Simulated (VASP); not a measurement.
Crystal: Si3BTe2.

```
CELL_PARAMETERS angstrom
6.64116 0.00000 0.00000
-3.32058 5.75141 0.00000
0.00000 0.00000 4.09426
ATOMIC_POSITIONS crystal
Si 0.50000 0.00000 0.50000
Si 0.50000 0.50000 0.50000
Si 0.00000 0.50000 0.50000
B 0.00000 0.00000 0.00000
Te 0.33333 0.66667 0.00000
Te 0.66667 0.33333 0.00000
```

The cell was generated, and may not be a known phase.

- Program: VASP 6.6.1
- Task: relaxation of cell and atoms
- Functional: PBE
- Potentials or basis: VASP PAW PBE potentials, release 64 (Si, B, Te)
- Cutoff: 600 eV
- k mesh: 6 × 6 × 10
- Occupations: gaussian, width 0.1 eV
- Spin: no spin polarisation

At the start: pressure 0.1 GPa; volume 26.06 Å³/atom.

**Question.** Where does the relaxation end?

**Answer.** Over 25 steps the energy falls by 290.7 meV/atom and the volume is 21.66 Å³/atom (-16.9 %); space group P6/mmm (No. 191, to 0.1 Å) before and after.

Step by step:
```csv
step,energy change (eV),largest force (eV/Å),pressure (GPa),volume (Å³)
1,0.0000,0.0000,0.09,156.38
2,-0.0228,0.0000,-0.36,156.69
3,-0.0938,0.0000,-1.40,157.43
4,-0.2786,0.0000,-3.46,158.07
5,-0.6587,0.0000,-6.08,156.21
6,-1.3574,0.0000,-1.80,142.00
7,-1.1035,0.0000,-6.36,152.48
8,-1.4109,0.0000,-4.82,147.83
9,-1.3414,0.0000,-5.72,149.91
10,-1.3647,0.0000,-5.54,149.46
11,-1.3717,0.0000,-5.45,149.31
12,-1.3846,0.0000,-5.22,148.92
13,-1.3934,0.0000,-4.74,148.08
14,-1.4090,0.0000,-4.67,147.60
15,-1.4545,0.0000,-4.40,146.16
16,-1.5387,0.0000,-3.84,143.31
17,-1.6695,0.0000,-2.52,137.67
18,-1.7167,0.0000,1.14,126.68
19,-1.7405,0.0000,-0.48,130.81
20,-1.7404,0.0000,-0.36,130.47
21,-1.7422,0.0000,-0.28,130.35
22,-1.7441,0.0000,-0.13,130.12
23,-1.7443,0.0000,-0.06,130.02
24,-1.7443,0.0000,-0.07,130.03
25,-1.7443,0.0000,-0.04,129.96
```

Final structure:
```
CELL_PARAMETERS angstrom
5.17020 0.00000 0.00000
-2.58510 4.47753 0.00000
0.00000 0.00000 5.61407
ATOMIC_POSITIONS crystal
Si 0.50000 0.00000 0.50000
Si 0.50000 0.50000 0.50000
Si 0.00000 0.50000 0.50000
B 0.00000 0.00000 0.00000
Te 0.33333 0.66667 0.00000
Te 0.66667 0.33333 0.00000
```

Caveat: the volume moved by over 15 % at a fixed basis, so the end points are rough; an odd number of electrons without spin polarisation forces a metal; a magnetic or distorted state may lie lower.
